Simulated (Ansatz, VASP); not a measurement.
SrO in VASP and in Ansatz

```
Sr O
1.0
     0.00000    2.56980    2.56980
     2.56980    0.00000    2.56980
     2.56980    2.56980    0.00000
Sr O
1 1
Direct
  0.00000 0.00000 0.00000
  0.50000 0.50000 0.50000
```

Alike in both runs: task electric field gradients; functional PBE; k mesh 8 × 8 × 8; occupations fermi-dirac, width 0.02 eV; no spin polarisation.

|  | VASP | Ansatz |
| --- | --- | --- |
| version | VASP 6.6.1 | Ansatz 0.2.0 |
| potentials or method | VASP PAW PBE potentials, release 64 (Sr_sv, O) | PAW with Ansatz's default frozen-core files, scalar-relativistic |
| plane-wave cutoff (eV) | 520 | 420 |
| valence electrons in the cell | 16 | 16 |

VASP gave:

| Property | Result |
| --- | --- |
| gap on the k mesh at the Fermi level (eV) | 3.26 |
| pressure (GPa) | 3.5 |

Task: Estimate Ansatz's values.

Result: gap on the k mesh at the Fermi level (eV): 3.31; pressure (GPa): 2.9.
